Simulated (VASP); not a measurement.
# AlN (AlN (10-10), 4 layers) in VASP: notebook

Runs on AlN (AlN (10-10), 4 layers). Level: PBE. Tasks: single point.

Everything below comes from runs of VASP 6.6.1. Logs are shortened: lines on timing, memory, paths and dates and some standing lists are left out, and cuts for length are marked.

### 1 The cell of the first run

The cell holds a slab with vacuum, 8 atoms: a = 3.130 Å, b = 5.018 Å, c = 19.614 Å, α = 90.00°, β = 90.00°, γ = 90.00°.

### 2 Single point, PBE

Contents of INCAR:

```
PREC = Accurate
ENCUT = 520
EDIFF = 1E-6
ISMEAR = -1
SIGMA = 0.02
LREAL = F
LASPH = T
NELM = 60
ALGO = Normal
ISIF = 2
LWAVE = F
LCHARG = F
LDIPOL = T
IDIPOL = 3
DIPOL = 0.5 0.5 0.500
GGA = PE
NBANDS = 26
```

Contents of KPOINTS:

```
Automatic mesh
0
Gamma
  10 6 1
```

Contents of POSCAR:

```
AlN
1.0
    3.1301578475      0.0000000000      0.0000000000
    0.0000000000      5.0181096024      0.0000000000
    0.0000000000      0.0000000000     19.6144000000
Al N
4 4
Direct
    0.0000000000      0.0592403060      0.4078637389
    0.5000000000      0.5592403060      0.4539318697
    0.5000000000      0.0592403060      0.5460681303
    0.0000000000      0.5592403060      0.5921362611
    0.0000000000      0.4407596940      0.4078637389
    0.5000000000      0.9407596940      0.4539318697
    0.5000000000      0.4407596940      0.5460681303
    0.0000000000      0.9407596940      0.5921362611
```

Potentials or basis: VASP PAW PBE potentials, release 64 (Al, N).

Run with:

```
$ cat potpaw_PBE.64/Al/POTCAR potpaw_PBE.64/N/POTCAR > POTCAR
$ mpirun -np 1 vasp_std > vasp.out
```

OUTCAR:

```text
PREC = Accurate
   ENCUT = 520
   EDIFF = 1E-6
   ISMEAR = -1
   LREAL = F
   LASPH = T
   NELM = 60
   ISIF = 2
   GGA = PE

 ion  position               nearest neighbor table
   1  0.000  0.059  0.408-   6 1.90   6 1.90   5 1.91   2 3.09   2 3.09   2 3.09   2 3.09   3 3.13
                             3 3.13
   2  0.500  0.559  0.454-   7 1.90   5 1.90   5 1.90   6 1.91   3 3.09   3 3.09   1 3.09   1 3.09
                             1 3.09   1 3.09   4 3.13   4 3.13
   3  0.500  0.059  0.546-   6 1.90   8 1.90   8 1.90   7 1.91   2 3.09   2 3.09   4 3.09   4 3.09
                             4 3.09   4 3.09   1 3.13   1 3.13
   4  0.000  0.559  0.592-   7 1.90   7 1.90   8 1.91   3 3.09   3 3.09   3 3.09   3 3.09   2 3.13
                             2 3.13
   5  0.000  0.441  0.408-   2 1.90   2 1.90   1 1.91
   6  0.500  0.941  0.454-   3 1.90   1 1.90   1 1.90   2 1.91
   7  0.500  0.441  0.546-   2 1.90   4 1.90   4 1.90   3 1.91
   8  0.000  0.941  0.592-   3 1.90   3 1.90   4 1.91

  LATTYP: Found a simple orthorhombic cell.
 ALAT       =     3.1301578475
 B/A-ratio  =     1.6031490573
 C/A-ratio  =     6.2662654587

  Lattice vectors:

 A1 = (   3.1301578475,   0.0000000000,   0.0000000000)
 A2 = (   0.0000000000,   5.0181096024,   0.0000000000)
 A3 = (   0.0000000000,   0.0000000000,  19.6144000000)

Analysis of symmetry for initial positions (statically):
=====================================================================
 Subroutine PRICEL returns:
 Original cell was already a primitive cell.

 Routine SETGRP: Setting up the symmetry group for a
 simple orthorhombic supercell.

 Subroutine GETGRP returns: Found  4 space group operations
 (whereof  2 operations were pure point group operations)
 out of a pool of  8 trial point group operations.

The static configuration has the point symmetry C_1h.
 The point group associated with its full space group is C_2v.

Analysis of symmetry for dynamics (positions and initial velocities):
=====================================================================
 Subroutine PRICEL returns:
 Original cell was already a primitive cell.

 Routine SETGRP: Setting up the symmetry group for a
 simple orthorhombic supercell.

 Subroutine GETGRP returns: Found  4 space group operations
 (whereof  2 operations were pure point group operations)
 out of a pool of  8 trial point group operations.

The dynamic configuration has the point symmetry C_1h.
[... 121 lines left out ...]
   PSTRESS=    0.0 pullay stress
   NELECT =      32.0000    total number of electrons
   NUPDOWN=      -1.0000    fix difference up-down
   EMIN   =  10.00;   EMAX   =-10.00  energy-range for DOS
   EFERMI =   0.00;   METHOD = LEGACY
   ISMEAR =    -1;   SIGMA  =   0.02  broadening in eV -4-tet -1-fermi 0-gaus
   EFERMI_NEDOS =   21; number of points for ismear=-14 and -15
   IALGO  =     38    algorithm
   IMIX   =      4    mixing-type and parameters
     AMIX     =   0.40;   BMIX     =  1.00
     AMIX_MAG =   1.60;   BMIX_MAG =  1.00
  volume/ion in A,a.u.               =      38.51       259.89
  Fermi-wavevector in a.u.,A,eV,Ry     =   0.769540  1.454219  8.057252  0.592191
  Thomas-Fermi vector in A             =   1.870550
   LORBIT       =      0    0 simple, 1 ext, 2 COOP (PROOUT), +10 PAW based schemes
   GGA     = PE    functional components
   LHFCALC =     F    Hartree Fock is set to
   AEXX    =    0.0000 exact exchange contribution
   IVDW    =     0    specifies the selected vdW correction
   LEPSILON=     F    determine dielectric tensor
   LRPA    =     F    only Hartree local field effects (RPA)
 non-spin polarized calculation
  energy-cutoff  :      520.00
  volume of cell :      308.09
 maximum number of plane-waves:      8346
 NGX is ok and might be reduce to    24
   NGX = 11   NGY = 19   NGZ = 73

 dipolmoment           0.000000      0.000000     -0.000000 electrons x Angstroem

 number of electron      31.9999996 magnetization

 dipolmoment           0.000000      0.000000      0.000000 electrons x Angstroem

 Free energy of the ion-electron system (eV)
  ---------------------------------------------------
  ext. energy  EPLUGINS =         0.00000000
  ---------------------------------------------------
  free energy    TOTEN  =       -54.43540625 eV

  energy without entropy =      -54.43540625  energy(sigma->0) =      -54.43540625

 E-fermi :  -1.2755     XC(G=0):  -3.8832

 val. band max:       -1.7219353175   @ k =   0.0000   0.0000   0.0000
 cond. band min:      -0.7779464856   @ k =   0.0000   0.0000   0.0000
 fundamental gap:      0.9439888318
 Fermi energy:        -1.2754613119

 k-point     1 :       0.0000    0.0000    0.0000
  band No.  band energies     occupation
      1     -16.8963      2.00000
      2     -15.8720      2.00000
      3     -14.2607      2.00000
      4     -13.8238      2.00000
      5      -7.5105      2.00000
      6      -6.9820      2.00000
[... 685 lines left out ...]
     25       6.9841      0.00000
     26       6.9841      0.00000

------------------------ aborting loop because EDIFF is reached ----------------------------------------

 vacuum level on the upper side and lower side of the slab       (xc-potential included)        -0.075        -0.075

  FORCE on cell =-STRESS in cart. coord.  units (eV):
  Direction    XX          YY          ZZ          XY          YZ          ZX
  --------------------------------------------------------------------------------------
  -------------------------------------------------------------------------------------
  Total       -0.7656066     -8.3977620     -3.2871431      0.0000000      0.0000000      0.0000000
  in kB       -3.9813912    -43.6709594    -17.0941608      0.0000000      0.0000000      0.0000000
  external PRESSURE =     -21.5821704 kB  Pullay stress =       0.0000000 kB

 VOLUME and BASIS-vectors are now :
 -----------------------------------------------------------------------------
  energy-cutoff  :      520.00
  volume of cell :      308.09
      direct lattice vectors                 reciprocal lattice vectors
     3.130157848  0.000000000  0.000000000     0.319472707  0.000000000  0.000000000
     0.000000000  5.018109602  0.000000000     0.000000000  0.199278230  0.000000000
     0.000000000  0.000000000 19.614400000     0.000000000  0.000000000  0.050982951

 POSITION                                       TOTAL-FORCE (eV/Angst)
 -----------------------------------------------------------------------------------
      0.00000      0.29727      8.00000         0.000000      1.751083      2.081712
      1.56508      2.80633      8.90360         0.000000     -0.637907     -1.822562
      1.56508      0.29727     10.71080         0.000000     -0.637907      1.822562
      0.00000      2.80633     11.61440         0.000000      1.751083     -2.081712
      0.00000      2.21178      8.00000         0.000000     -0.810843      0.588220
      1.56508      4.72084      8.90360         0.000000     -0.302333     -1.723367
      1.56508      2.21178     10.71080         0.000000     -0.302333      1.723367
      0.00000      4.72084     11.61440         0.000000     -0.810843     -0.588220
 -----------------------------------------------------------------------------------
    total drift:                                0.000000      0.000221     -0.000002

  FREE ENERGIE OF THE ION-ELECTRON SYSTEM (eV)
  ---------------------------------------------------
  free  energy   TOTEN  =       -54.4354062503 eV

  energy  without entropy=      -54.4354062503  energy(sigma->0) =      -54.43540625

 vacuum level on the upper side and lower side of the slab         3.102         3.102
```

OSZICAR:

```text
N       E                     dE             d eps       ncg     rms          rms(c)
DAV:   1     0.233109333259E+03    0.23311E+03   -0.11449E+04  1248   0.927E+02
DAV:   2    -0.196237348093E+02   -0.25273E+03   -0.23547E+03  1902   0.212E+02
DAV:   3    -0.659158390925E+02   -0.46292E+02   -0.45634E+02  1698   0.962E+01
[... 17 lines left out ...]
DAV:  21    -0.544353979394E+02   -0.25364E-04   -0.13869E-06  1242   0.360E-03    0.621E-04
DAV:  22    -0.544354034488E+02   -0.55095E-05   -0.19863E-07  1080   0.175E-03    0.317E-04
DAV:  23    -0.544354049629E+02   -0.15141E-05   -0.97958E-08  1032   0.929E-04    0.100E-04
DAV:  24    -0.544354061525E+02   -0.11896E-05   -0.93015E-08  1002   0.698E-04    0.778E-05
DAV:  25    -0.544354062503E+02   -0.97775E-07   -0.22419E-08  1102   0.398E-04
   1 F= -.54435406E+02 E0= -.54435406E+02  d E =-.906266E-11
```

Run time: 2.5 min. Hardware: 1 thread of Intel Xeon 6975P-C (Granite Rapids), shared host; peak memory 0.43 GiB.

What came out:

```
Free energy            : -54.4354 eV
Largest force          : 2.720 eV/Å
Band gap on the k mesh : 0.94 eV, direct
```

Forces on the atoms (eV/Å):
```
Al   0.000  1.751  2.082
Al   0.000 -0.638 -1.823
Al   0.000 -0.638  1.823
Al   0.000  1.751 -2.082
N    0.000 -0.811  0.588
N    0.000 -0.302 -1.723
N    0.000 -0.302  1.723
N    0.000 -0.811 -0.588
```

Levels at points of the mesh, in eV from the valence-band top:
| k point | band 12 | band 13 | band 14 | band 15 | band 16 | band 17 | band 18 | band 19 | band 20 | band 21 |
| --- | --- | --- | --- | --- | --- | --- | --- | --- | --- | --- |
| (0.00, 0.00, 0.00) | -0.90 | -0.61 | -0.25 | -0.07 | 0.00 | 0.94 | 2.13 | 4.64 | 4.83 | 5.47 |
| (0.50, 0.00, 0.00) | -2.29 | -2.16 | -1.72 | -0.55 | -0.19 | 2.63 | 3.15 | 4.81 | 5.34 | 5.82 |
| (0.00, 0.50, 0.00) | -1.89 | -0.51 | -0.51 | -0.30 | -0.30 | 1.76 | 1.76 | 5.36 | 5.36 | 5.82 |
| (0.50, 0.50, 0.00) | -1.58 | -1.55 | -1.55 | -0.03 | -0.03 | 2.92 | 2.92 | 4.85 | 4.85 | 5.73 |

### 3 Single point, PBE

Contents of INCAR:

```
SYSTEM = AlN
  PREC = Accurate
  ENCUT = 520
  EDIFF = 1E-6
  ISMEAR = -1
  SIGMA = 0.02
  LREAL = .False.
  LASPH = .True.
  NELM = 100
  ALGO = Normal
  ISIF = 2
  LWAVE = .False.
  LCHARG = .True.
  LDIPOL = .True.
  IDIPOL = 3
  DIPOL = 0.5 0.5 0.500
  GGA = PE
  LELF = .True.
  LVHAR = .True.
  LVACPOTAV = .True.
  NBANDS = 26
```

Contents of KPOINTS:

```
Automatic mesh
0
Gamma
  10 6 1
  0 0 0
```

Contents of POSCAR:

```
AlN
1.0
    3.1301578475      0.0000000000      0.0000000000
    0.0000000000      5.0181096024      0.0000000000
    0.0000000000      0.0000000000     19.6144000000
Al N
4 4
Direct
    0.0000000000      0.0818251101      0.4243384579
    0.5000000000      0.5556593399      0.4454862780
    0.5000000000      0.0556593112      0.5545137619
    0.0000000000      0.5818249674      0.5756615635
    0.0000000000      0.4319288003      0.4103426161
    0.5000000000      0.9305869130      0.4529770453
    0.5000000000      0.4305868578      0.5470229054
    0.0000000000      0.9319287003      0.5896573718
```

Potentials or basis: VASP PAW PBE potentials, release 64 (Al, N).

Run with:

```
$ cat potpaw_PBE.64/Al/POTCAR potpaw_PBE.64/N/POTCAR > POTCAR
$ mpirun -np 1 vasp_std > vasp.out
```

OUTCAR:

```text
SYSTEM = AlN
   PREC = Accurate
   ENCUT = 520
   EDIFF = 1E-6
   ISMEAR = -1
   LREAL = .False.
   LASPH = .True.
   NELM = 100
   ISIF = 2
   GGA = PE

 ion  position               nearest neighbor table
   1  0.000  0.082  0.424-   5 1.78   6 1.83   6 1.83   2 2.88   2 2.88   3 3.00   3 3.00   2 3.10
                             2 3.10
   2  0.500  0.556  0.445-   5 1.82   5 1.82   6 1.89   7 2.09   1 2.88   1 2.88   4 3.00   4 3.00
                             1 3.10   1 3.10   3 3.30   3 3.30
   3  0.500  0.056  0.555-   8 1.82   8 1.82   7 1.89   6 2.09   4 2.88   4 2.88   1 3.00   1 3.00
                             4 3.10   4 3.10   2 3.30   2 3.30
   4  0.000  0.582  0.576-   8 1.78   7 1.83   7 1.83   3 2.88   3 2.88   2 3.00   2 3.00   3 3.10
                             3 3.10
   5  0.000  0.432  0.410-   1 1.78   2 1.82   2 1.82
   6  0.500  0.931  0.453-   1 1.83   1 1.83   2 1.89   3 2.09
   7  0.500  0.431  0.547-   4 1.83   4 1.83   3 1.89   2 2.09
   8  0.000  0.932  0.590-   4 1.78   3 1.82   3 1.82

  LATTYP: Found a simple orthorhombic cell.
 ALAT       =     3.1301578475
 B/A-ratio  =     1.6031490573
 C/A-ratio  =     6.2662654587

  Lattice vectors:

 A1 = (   3.1301578475,   0.0000000000,   0.0000000000)
 A2 = (   0.0000000000,   5.0181096024,   0.0000000000)
 A3 = (   0.0000000000,   0.0000000000,  19.6144000000)

Analysis of symmetry for initial positions (statically):
=====================================================================
 Subroutine PRICEL returns:
 Original cell was already a primitive cell.

 Routine SETGRP: Setting up the symmetry group for a
 simple orthorhombic supercell.

 Subroutine GETGRP returns: Found  4 space group operations
 (whereof  2 operations were pure point group operations)
 out of a pool of  8 trial point group operations.

The static configuration has the point symmetry C_1h.
 The point group associated with its full space group is C_2v.

Analysis of symmetry for dynamics (positions and initial velocities):
[... 153 lines left out ...]
   LRPA    =     F    only Hartree local field effects (RPA)
 non-spin polarized calculation
  energy-cutoff  :      520.00
  volume of cell :      308.09
 maximum number of plane-waves:      8346
 NGX is ok and might be reduce to    24
   NGX = 11   NGY = 19   NGZ = 73

 dipolmoment           0.000000      0.000000     -0.000000 electrons x Angstroem

 number of electron      31.9999993 magnetization

 dipolmoment           0.000000      0.000000      0.000009 electrons x Angstroem

 Free energy of the ion-electron system (eV)
  ---------------------------------------------------
  ext. energy  EPLUGINS =         0.00000000
  ---------------------------------------------------
  free energy    TOTEN  =       -55.68223453 eV

  energy without entropy =      -55.68223453  energy(sigma->0) =      -55.68223453

 E-fermi :  -1.9205     XC(G=0):  -3.7096

 val. band max:       -2.3762382007   @ k =   0.2000   0.0000   0.0000
 cond. band min:       0.1561578308   @ k =   0.0000   0.0000   0.0000
 fundamental gap:      2.5323960315
 Fermi energy:        -1.9205295700

 k-point     1 :       0.0000    0.0000    0.0000
  band No.  band energies     occupation
      1     -17.4031      2.00000
      2     -16.2951      2.00000
      3     -15.1717      2.00000
      4     -14.6685      2.00000
      5      -8.1771      2.00000
      6      -6.9499      2.00000
[... 685 lines left out ...]
     25       6.7979      0.00000
     26       6.7979      0.00000

------------------------ aborting loop because EDIFF is reached ----------------------------------------

  FORCE on cell =-STRESS in cart. coord.  units (eV):
  Direction    XX          YY          ZZ          XY          YZ          ZX
  --------------------------------------------------------------------------------------
  -------------------------------------------------------------------------------------
  Total        5.6284441      3.9757032     -0.1076853      0.0000000      0.0000000      0.0000000
  in kB       29.2696502     20.6748865     -0.5599971      0.0000000      0.0000000      0.0000000
  external PRESSURE =      16.4615132 kB  Pullay stress =       0.0000000 kB

 VOLUME and BASIS-vectors are now :
 -----------------------------------------------------------------------------
  energy-cutoff  :      520.00
  volume of cell :      308.09
      direct lattice vectors                 reciprocal lattice vectors
     3.130157848  0.000000000  0.000000000     0.319472707  0.000000000  0.000000000
     0.000000000  5.018109602  0.000000000     0.000000000  0.199278230  0.000000000
     0.000000000  0.000000000 19.614400000     0.000000000  0.000000000  0.050982951

 POSITION                                       TOTAL-FORCE (eV/Angst)
 -----------------------------------------------------------------------------------
      0.00000      0.41061      8.32314         0.000000     -0.011500      0.013846
      1.56508      2.78836      8.73795         0.000000      0.010211      0.001117
      1.56508      0.27930     10.87645         0.000000      0.010211     -0.001117
      0.00000      2.91966     11.29126         0.000000     -0.011500     -0.013846
      0.00000      2.16747      8.04862         0.000000      0.008594      0.006848
      1.56508      4.66979      8.88487         0.000000     -0.007304     -0.003797
      1.56508      2.16073     10.72953         0.000000     -0.007304      0.003797
      0.00000      4.67652     11.56578         0.000000      0.008594     -0.006848
 -----------------------------------------------------------------------------------
    total drift:                                0.000000      0.000163      0.002085

  FREE ENERGIE OF THE ION-ELECTRON SYSTEM (eV)
  ---------------------------------------------------
  free  energy   TOTEN  =       -55.6822345266 eV

  energy  without entropy=      -55.6822345266  energy(sigma->0) =      -55.68223453

 vacuum level on the upper side and lower side of the slab         3.281         3.281
```

OSZICAR:

```text
N       E                     dE             d eps       ncg     rms          rms(c)
DAV:   1     0.244481026416E+03    0.24448E+03   -0.11545E+04  1248   0.927E+02
DAV:   2    -0.203991681878E+02   -0.26488E+03   -0.24717E+03  1892   0.217E+02
DAV:   3    -0.669924962941E+02   -0.46593E+02   -0.46021E+02  1658   0.971E+01
[... 15 lines left out ...]
DAV:  19    -0.556820469599E+02   -0.44553E-04   -0.18046E-06  1372   0.658E-03    0.288E-03
DAV:  20    -0.556822004011E+02   -0.15344E-03   -0.14672E-05  1356   0.118E-02    0.287E-03
DAV:  21    -0.556822196374E+02   -0.19236E-04   -0.79144E-07  1208   0.431E-03    0.126E-03
DAV:  22    -0.556822320285E+02   -0.12391E-04   -0.74810E-07  1094   0.359E-03    0.921E-04
DAV:  23    -0.556822339645E+02   -0.19360E-05   -0.12342E-07  1092   0.225E-03    0.215E-04
DAV:  24    -0.556822345266E+02   -0.56212E-06   -0.48547E-08   986   0.905E-04
   1 F= -.55682235E+02 E0= -.55682235E+02  d E =-.790170E-11
```

stdout:

```text
POSCAR found type information on POSCAR AlN
 POSCAR found :  2 types and       8 ions
 scaLAPACK will be used
 LDA part: xc-table for (Slater+PW92), standard interpolation
 POSCAR, INCAR and KPOINTS ok, starting setup
 FFT: planning ... GRIDC
 FFT: planning ... GRID_SOFT
 FFT: planning ... GRID
 WAVECAR not read
 entering main loop
 -----------------------------------------------------------------------------
|                                                                             |
|           W    W    AA    RRRRR   N    N  II  N    N   GGGG   !!!           |
|           W    W   A  A   R    R  NN   N  II  NN   N  G    G  !!!           |
|           W    W  A    A  R    R  N N  N  II  N N  N  G       !!!           |
|           W WW W  AAAAAA  RRRRR   N  N N  II  N  N N  G  GGG   !            |
|           WW  WW  A    A  R   R   N   NN  II  N   NN  G    G                |
|           W    W  A    A  R    R  N    N  II  N    N   GGGG   !!!           |
|                                                                             |
|     Did not find any points to average over, which means that no vacuum     |
|     field-free region was found. Please increase the size of  your cell     |
|     in the dimension of the dipole correction to obtain accurate            |
|     workfunction values.                                                    |
|                                                                             |
 -----------------------------------------------------------------------------
```

It took 2.4 min on 1 thread of Intel Xeon 6975P-C (Granite Rapids), shared host; peak memory 0.44 GiB.

Results:

| Property | Result |
| --- | --- |
| Free energy | -55.6822 eV |
| Largest force | 0.018 eV/Å |
| Band gap on the k mesh | 2.53 eV, indirect (least direct gap 2.64 eV) |

Forces on the atoms (eV/Å):
```
Al   0.000 -0.011  0.014
Al   0.000  0.010  0.001
Al   0.000  0.010 -0.001
Al   0.000 -0.011 -0.014
N    0.000  0.009  0.007
N    0.000 -0.007 -0.004
N    0.000 -0.007  0.004
N    0.000  0.009 -0.007
```

Levels at points of the mesh, in eV from the valence-band top:
```
           k point  band 12  band 13  band 14  band 15  band 16  band 17  band 18  band 19  band 20  band 21
(0.00, 0.00, 0.00)    -0.81    -0.75    -0.63    -0.52    -0.10     2.53     3.85     5.46     5.66     5.75
(0.50, 0.00, 0.00)    -2.26    -2.07    -1.15    -0.55    -0.17     4.22     4.81     5.72     6.41     6.80
(0.00, 0.50, 0.00)    -1.81    -0.85    -0.85    -0.40    -0.40     3.75     3.75     5.80     5.80     6.24
(0.50, 0.50, 0.00)    -1.59    -1.45    -1.45    -0.22    -0.22     4.28     4.28     5.96     5.96     6.34
```

(Continued in part 2 of 2.)
